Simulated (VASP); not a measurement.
## CdS: single point with PBEsol

CdS:

```
Cd S
1.0
     4.12173    0.00000    0.00000
     0.00000    6.71653    0.00000
     0.00000    0.00000    7.13905
Cd S
4 4
Direct
  0.50000 0.00000 0.00000
  0.00000 0.50000 0.16668
  0.00000 0.00000 0.50000
  0.50000 0.50000 0.66666
  0.50000 0.62300 0.00000
  0.00000 0.12300 0.16668
  0.00000 0.62300 0.50000
  0.50000 0.12300 0.66666
```

```json
{"Program": "VASP 6.6.1", "Task": "single point", "Functional": "PBEsol", "Potentials or basis": "VASP PAW PBE potentials, release 64 (Cd, S)", "Cutoff": "500 eV", "k mesh": "4 × 4 × 4", "Occupations": "gaussian, width 0.1 eV", "Spin": "no spin polarisation"}
```

```
Pressure               : 0.4 GPa
Largest force          : 0.033 eV/Å
Band gap on the k mesh : 1.09 eV
```

Forces in eV/Å, atoms in the order of the input:
```
Cd   0.000 -0.032 -0.006
Cd   0.000 -0.032  0.006
Cd   0.000 -0.032 -0.006
Cd   0.000 -0.032  0.006
S    0.000  0.032 -0.004
S    0.000  0.032  0.004
S    0.000  0.032 -0.004
S    0.000  0.032  0.004
```

Stress tensor (GPa, compression positive):
```
0.64 0.00 0.00
0.00 0.19 0.00
0.00 0.00 0.47
```

Levels at points of the mesh, in eV from the valence-band top:
| k point | band 34 | band 35 | band 36 | band 37 | band 38 | band 39 |
| --- | --- | --- | --- | --- | --- | --- |
| (0.00, 0.00, 0.00) | -0.05 | 0.00 | 0.00 | 1.09 | 2.68 | 3.63 |
| (0.50, 0.00, 0.00) | -1.36 | -1.27 | -1.27 | 4.40 | 4.40 | 4.79 |
| (0.00, 0.50, 0.00) | -0.40 | -0.40 | -0.40 | 2.76 | 2.76 | 3.35 |
| (0.50, 0.50, 0.00) | -1.23 | -1.23 | -1.23 | 4.17 | 4.17 | 4.17 |
| (0.00, 0.00, 0.50) | -0.52 | -0.40 | -0.40 | 2.90 | 2.90 | 3.92 |
| (0.50, 0.00, 0.50) | -1.35 | -0.79 | -0.79 | 3.63 | 3.63 | 3.76 |
| (0.00, 0.50, 0.50) | -0.93 | -0.93 | -0.93 | 3.74 | 3.74 | 3.74 |
| (0.50, 0.50, 0.50) | -1.38 | -1.38 | -1.38 | 3.35 | 3.35 | 3.35 |

It took 6.3 min on 1 thread of Intel Xeon 8259CL (shared host), peak memory 0.37 GiB.

Caveat: the PAW data sets were made with another functional, which shifts forces and pressure a little.
